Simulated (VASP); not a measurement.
A run of VASP 6.6.1 is set up as follows.

INCAR

```
PREC = Accurate
ENCUT = 520
EDIFF = 1E-6
ISMEAR = 0
SIGMA = 0.1
LREAL = F
LASPH = T
NELM = 80
ALGO = Normal
ISIF = 2
LWAVE = F
LCHARG = F
LDIPOL = T
IDIPOL = 3
DIPOL = 0.5 0.5 0.337
GGA = PE
NBANDS = 54
```

File KPOINTS:

```
regular mesh
0
Gamma
  7 5 1
```

File POSCAR:

```
Ge6S
1.0
    4.0740542126      0.0000000000      0.0000000000
    0.0000000000      5.7615827213      0.0000000000
    0.0000000000      0.0000000000     19.5242196736
Ge S
6 1
Direct
    0.5000000000      0.0000000000      0.2048737449
    0.0000000000      0.2500000000      0.2048737449
    0.0000000000      0.5005156572      0.3087424246
    0.5000000000      0.7494843428      0.3087424246
    0.5000000000      0.0069199665      0.4109879835
    0.0000000000      0.2430800335      0.4109879835
    0.5000000000      0.8402532998      0.5085239637
```

Potentials or basis: VASP PAW PBE potentials, release 64 (Ge_d, S).

Command:

```console
$ cat potpaw_PBE.64/Ge_d/POTCAR potpaw_PBE.64/S/POTCAR > POTCAR
$ mpirun -np 1 vasp_std > vasp.out
```

What does it give for the band gap on the k mesh?

Zero (bands 45 and 46 overlap by 0.44 eV).

Estimate the largest force.

0.912 eV/Å.

Forces in eV/Å, atoms in the order of the input:
```
Ge   0.000  0.067 -0.217
Ge   0.000 -0.359  0.272
Ge   0.000  0.015  0.156
Ge   0.000 -0.006 -0.617
Ge   0.000 -0.215  0.843
Ge   0.000  0.822 -0.393
S    0.000 -0.325 -0.044
```
